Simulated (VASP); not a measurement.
# Se (Cmcm) in VASP: single point with r2SCAN

Aim: the single point of Se with r2SCAN.

Everything below comes from runs of VASP 6.6.1. Logs are shortened: lines on timing, memory, paths and dates and some standing lists are left out, and cuts for length are marked.

## (1) The cell of the first run

Symmetry: Cmcm, No. 63, orthorhombic system. The conventional cell has a = 2.789 Å, b = 8.078 Å, c = 4.613 Å, α = 90.00°, β = 90.00°, γ = 90.00°. Se (site symmetry m2m) has 4 Se at 2.53 to 2.79 Å within 3.3 Å.

## (2) Single point, r2SCAN

Input file POSCAR:

```
Se
1.0
    1.3942694300     -4.0390027700      0.0000000000
    1.3942694300      4.0390027700      0.0000000000
    0.0000000000      0.0000000000      4.6134314000
Se
2
Direct
    0.9356553200      0.0643446800      0.2500000000
    0.0643446800      0.9356553200      0.7500000000
```

Input file INCAR.step1:

```
PREC     = Accurate       # precision mode
ENCUT    = 520            # plane-wave cutoff, eV
ISMEAR   = -1             # smearing method
SIGMA    = 0.05           # smearing width, eV
LREAL    = F              # projectors in reciprocal space
LASPH    = T              # aspherical terms in the spheres
NELM     = 100            # most SCF steps
NBANDS   = 13             # bands
GGA      = PE             # functional
ALGO     = Normal         # electronic algorithm
EDIFF    = 1E-4           # SCF threshold, eV
LWAVE    = T              # write WAVECAR
LCHARG   = F              # write CHGCAR
```

Input file INCAR.step2:

```
PREC     = Accurate       # precision mode
ENCUT    = 520            # plane-wave cutoff, eV
EDIFF    = 1E-7           # SCF threshold, eV
ISMEAR   = -1             # smearing method
SIGMA    = 0.05           # smearing width, eV
LREAL    = F              # projectors in reciprocal space
LASPH    = T              # aspherical terms in the spheres
NELM     = 100            # most SCF steps
ALGO     = Normal         # electronic algorithm
ISIF     = 2              # what is computed and relaxed
LWAVE    = F              # write WAVECAR
LCHARG   = F              # write CHGCAR
METAGGA  = R2SCAN         # meta-GGA
LMIXTAU  = T            
NBANDS   = 13             # bands
ISTART   = 1
```

Input file KPOINTS:

```
regular mesh
0
Gamma
  4 4 4
```

Potentials or basis: VASP PAW PBE potentials, release 64 (Se).

On the command line:

```sh
cat potpaw_PBE.64/Se/POTCAR > POTCAR
cp INCAR.step1 INCAR
mpirun -np 1 vasp_std > vasp.out
cp INCAR.step2 INCAR
mpirun -np 1 vasp_std > vasp.out
```

OUTCAR:

```text
PREC = Accurate
   ENCUT = 520
   EDIFF = 1E-7
   ISMEAR = -1
   LREAL = F
   LASPH = T
   NELM = 100
   ISIF = 2
   METAGGA = R2SCAN
   ISTART = 1

 ion  position               nearest neighbor table
   1  0.936  0.064  0.250-   2 2.53   2 2.53
   2  0.064  0.936  0.750-   1 2.53   1 2.53

  LATTYP: Found a base centered orthorhombic cell.
 ALAT       =     2.7885388600
 B/A-ratio  =     2.8968595905
 C/A-ratio  =     1.6544260746

  Lattice vectors:

 A1 = (   1.3942694300,  -4.0390027700,   0.0000000000)
 A2 = (   1.3942694300,   4.0390027700,   0.0000000000)
 A3 = (   0.0000000000,   0.0000000000,   4.6134314000)

Analysis of symmetry for initial positions (statically):
=====================================================================
 Subroutine PRICEL returns:
 Original cell was already a primitive cell.

 Routine SETGRP: Setting up the symmetry group for a
 base centered orthorhombic supercell.

 Subroutine GETGRP returns: Found  8 space group operations
 (whereof  4 operations were pure point group operations)
 out of a pool of  8 trial point group operations.

The static configuration has the point symmetry C_2h.
 The point group associated with its full space group is D_2h.

Analysis of symmetry for dynamics (positions and initial velocities):
=====================================================================
 Subroutine PRICEL returns:
 Original cell was already a primitive cell.

 Routine SETGRP: Setting up the symmetry group for a
 base centered orthorhombic supercell.

 Subroutine GETGRP returns: Found  8 space group operations
 (whereof  4 operations were pure point group operations)
 out of a pool of  8 trial point group operations.

The dynamic configuration has the point symmetry C_2h.
 The point group associated with its full space group is D_2h.

 Subroutine INISYM returns: Found  8 space group operations
 (whereof  4 operations are pure point group operations),
 and found     1 'primitive' translations

----------------------------------------------------------------------------------------

                                     Primitive cell

  volume of cell :      51.9607

  direct lattice vectors                    reciprocal lattice vectors
     1.394269430 -4.039002770  0.000000000     0.358610746 -0.123792933  0.000000000
     1.394269430  4.039002770  0.000000000     0.358610746  0.123792933  0.000000000
     0.000000000  0.000000000  4.613431400     0.000000000  0.000000000  0.216758398

  length of vectors
     4.272883174  4.272883174  4.613431400     0.379376274  0.379376274  0.216758398

  position of ions in fractional coordinates (direct lattice)
[... 86 lines left out ...]
   NELECT =      12.0000    total number of electrons
   NUPDOWN=      -1.0000    fix difference up-down
   EMIN   =  10.00;   EMAX   =-10.00  energy-range for DOS
   EFERMI =   0.00;   METHOD = LEGACY
   ISMEAR =    -1;   SIGMA  =   0.05  broadening in eV -4-tet -1-fermi 0-gaus
   EFERMI_NEDOS =   21; number of points for ismear=-14 and -15
   IALGO  =     38    algorithm
   IMIX   =      4    mixing-type and parameters
     AMIX     =   0.40;   BMIX     =  1.00
     AMIX_MAG =   1.60;   BMIX_MAG =  1.00
  volume/ion in A,a.u.               =      25.98       175.32
  Fermi-wavevector in a.u.,A,eV,Ry     =   1.004408  1.898056 13.726046  1.008836
  Thomas-Fermi vector in A             =   2.137022
   LORBIT       =      0    0 simple, 1 ext, 2 COOP (PROOUT), +10 PAW based schemes
   METAGGA = R2SCAN    functional components
   LHFCALC =     F    Hartree Fock is set to
   AEXX    =    0.0000 exact exchange contribution
   IVDW    =     0    specifies the selected vdW correction
   LEPSILON=     F    determine dielectric tensor
   LRPA    =     F    only Hartree local field effects (RPA)
 non-spin polarized calculation
  energy-cutoff  :      520.00
  volume of cell :       51.96
 maximum number of plane-waves:      1424
   NGX = 15   NGY = 15   NGZ = 17

 number of electron      12.0000000 magnetization

 Free energy of the ion-electron system (eV)
  ---------------------------------------------------
  ext. energy  EPLUGINS =         0.00000000
  ---------------------------------------------------
  free energy    TOTEN  =       -28.23435239 eV

  energy without entropy =      -28.22931506  energy(sigma->0) =      -28.23183373

 E-fermi :   2.7142     XC(G=0):  -9.5549

 val. band max:        2.6178916013   @ k =   0.2500   0.2500   0.0000
 cond. band min:       2.8386680166   @ k =   0.2500   0.2500   0.2500
 fundamental gap:      0.2207764153
 Fermi energy:         2.7142171722

 k-point     1 :       0.0000    0.0000    0.0000
  band No.  band energies     occupation
      1     -13.6070      2.00000
      2      -9.3729      2.00000
      3      -3.8378      2.00000
      4       0.5167      2.00000
      5       0.6700      2.00000
      6       5.2151      0.00000
      7       5.5926      0.00000
      8       7.7465      0.00000
      9       9.0201      0.00000
     10      10.3366      0.00000
     11      12.4903      0.00000
     12      12.6679      0.00000
     13      16.7187      0.00000
[... 306 lines left out ...]
  band No.  band energies     occupation
      1     -11.8810      2.00000
      2     -11.8810      2.00000
      3      -2.4797      2.00000
      4      -2.4797      2.00000
      5       4.0225      0.00000
      6       4.0225      0.00000
      7       6.2092      0.00000
      8       6.2092      0.00000
      9      11.5457      0.00000
     10      11.5457      0.00000
     11      13.9640      0.00000
     12      13.9640      0.00000
     13      16.3803      0.00000

------------------------ aborting loop because EDIFF is reached ----------------------------------------

  FORCE on cell =-STRESS in cart. coord.  units (eV):
  Direction    XX          YY          ZZ          XY          YZ          ZX
  --------------------------------------------------------------------------------------
  -------------------------------------------------------------------------------------
  Total        2.0051664      0.0293934     -1.8366052      0.0000000     -0.0000000      0.0000000
  in kB       61.8281249      0.9063291    -56.6306404      0.0000000     -0.0000000      0.0000000
  external PRESSURE =       2.0346045 kB  Pullay stress =       0.0000000 kB

 VOLUME and BASIS-vectors are now :
 -----------------------------------------------------------------------------
  energy-cutoff  :      520.00
  volume of cell :       51.96
      direct lattice vectors                 reciprocal lattice vectors
     1.394269430 -4.039002770  0.000000000     0.358610746 -0.123792933  0.000000000
     1.394269430  4.039002770  0.000000000     0.358610746  0.123792933  0.000000000
     0.000000000  0.000000000  4.613431400     0.000000000  0.000000000  0.216758398

 POSITION                                       TOTAL-FORCE (eV/Angst)
 -----------------------------------------------------------------------------------
      1.39427     -3.51923      1.15336         0.000000      0.014006     -0.000000
      1.39427      3.51923      3.46007         0.000000     -0.014006      0.000000
 -----------------------------------------------------------------------------------
    total drift:                                0.000000     -0.000000      0.000000

  FREE ENERGIE OF THE ION-ELECTRON SYSTEM (eV)
  ---------------------------------------------------
  free  energy   TOTEN  =       -28.2343523924 eV

  energy  without entropy=      -28.2293150617  energy(sigma->0) =      -28.23183373
```

OSZICAR.step1:

```text
N       E                     dE             d eps       ncg     rms          rms(c)
DAV:   1     0.449385427185E+02    0.44939E+02   -0.47933E+03   546   0.755E+02
DAV:   2    -0.407500525381E+01   -0.49014E+02   -0.46686E+02   778   0.127E+02
DAV:   3    -0.672968323095E+01   -0.26547E+01   -0.26390E+01   691   0.303E+01
DAV:   4    -0.674631669147E+01   -0.16633E-01   -0.16632E-01   634   0.291E+00
DAV:   5    -0.674640370788E+01   -0.87016E-04   -0.87016E-04   681   0.209E-01    0.553E+00
DAV:   6    -0.673097656297E+01    0.15427E-01   -0.13051E-02   651   0.706E-01    0.336E+00
DAV:   7    -0.672738720431E+01    0.35894E-02   -0.24373E-02   606   0.969E-01    0.128E-01
DAV:   8    -0.672698650301E+01    0.40070E-03   -0.36938E-03   591   0.375E-01    0.655E-02
DAV:   9    -0.672700725351E+01   -0.20750E-04   -0.10797E-04   468   0.748E-02
   1 F= -.67270073E+01 E0= -.67236273E+01  d E =-.675990E-02
```

It took 35 s on 1 thread of Intel Xeon 6975P-C (Granite Rapids), shared host; peak memory 0.18 GiB.

Results:

```yaml
Free_energy: -28.2344 eV
Pressure: 0.2 GPa
Largest_force: 0.014 eV/Å
Band_gap_on_the_k_mesh: zero (band 6 reaches 5.22 eV, above the bottom of band 7 at 2.43 eV)
```

Forces in eV/Å, atoms in the order of the input:
```
Se   0.000  0.014  0.000
Se   0.000 -0.014  0.000
```

Stress tensor (GPa, compression positive):
```
 6.18  0.00  0.00
 0.00  0.09  0.00
 0.00  0.00 -5.66
```

Caveat: the k points lie up to 0.60 Å⁻¹ apart; the PAW data sets were made with another functional, which shifts forces and pressure a little.
